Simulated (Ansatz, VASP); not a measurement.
Cs2AgBiBr6: VASP beside Ansatz

INCAR

```
SYSTEM = Cs2AgBiBr6
PREC = Accurate
ENCUT = 520
EDIFF = 1E-6
ISMEAR = 0
SIGMA = 0.01
LREAL = .False.
LASPH = .True.
NELM = 100
ALGO = Normal
ISIF = 2
LWAVE = .False.
LCHARG = .False.
GGA = PS
NBANDS = 54
```

File KPOINTS:

```
Automatic mesh
0
Gamma
  3 3 3
  0 0 0
```

Contents of POSCAR:

```
Cs2AgBiBr6
1.0
    0.0000000000      5.5208934719      5.5208934719
    5.5208934719      0.0000000000      5.5208934719
    5.5208934719      5.5208934719      0.0000000000
Cs Ag Bi Br
2 1 1 6
Direct
    0.2500000000      0.2500000000      0.2500000000
    0.7500000000      0.7500000000      0.7500000000
    0.5000000000      0.5000000000      0.5000000000
    0.0000000000      0.0000000000      0.0000000000
    0.2505500000      0.7494500000      0.2505500000
    0.2505500000      0.7494500000      0.7494500000
    0.7494500000      0.2505500000      0.7494500000
    0.7494500000      0.2505500000      0.2505500000
    0.2505500000      0.2505500000      0.7494500000
    0.7494500000      0.7494500000      0.2505500000
```

Input for Ansatz:

```yaml
crystal:
  lattice:
    - [0.0, 5.520893471869842, 5.520893471869842]
    - [5.520893471869842, 0.0, 5.520893471869842]
    - [5.520893471869842, 5.520893471869842, 0.0]
  atoms:
    - { symbol: Cs, position: [0.25, 0.25, 0.25] }
    - { symbol: Cs, position: [0.75, 0.75, 0.75] }
    - { symbol: Ag, position: [0.5, 0.5, 0.5] }
    - { symbol: Bi, position: [0.0, 0.0, 0.0] }
    - { symbol: Br, position: [0.25055, 0.74945, 0.25055] }
    - { symbol: Br, position: [0.25055, 0.74945, 0.74945] }
    - { symbol: Br, position: [0.74945, 0.25055, 0.74945] }
    - { symbol: Br, position: [0.74945, 0.25055, 0.25055] }
    - { symbol: Br, position: [0.25055, 0.25055, 0.74945] }
    - { symbol: Br, position: [0.74945, 0.74945, 0.25055] }
basis:
  ecutwfc: 450.0
kpoints:
  mp_grid:
    grid: [3, 3, 3]
hamiltonian:
  xc: pbesol
scf:
  convergence:
    dr2_threshold: 1.0e-07
  occupations:
    method: fixed
output:
  stress: true
```

Alike in both runs: task single point; functional PBEsol; k mesh 3 × 3 × 3; no spin polarisation.

|  | VASP | Ansatz |
| --- | --- | --- |
| version | VASP 6.6.1 | Ansatz 0.2.0 |
| potentials or method | VASP PAW PBE potentials, release 64 (Cs_sv, Ag, Bi_d, Br), cutoff 520 eV | plane waves, PAW |
| occupations | gaussian, width 0.01 eV | fixed |
| valence electrons in the cell | 86 | 94 |

```csv
,VASP,Ansatz,Ansatz less VASP
pressure (GPa),1.6,1.6,-0.02
```

VASP's potentials were made for PBE, not for PBEsol. VASP's potentials hold 86 valence electrons a cell and Ansatz's 94, so a difference there can come from the potentials and not from the codes. Ansatz's warnings: stress scf threshold loose.

Neither program's run includes spin-orbit coupling.
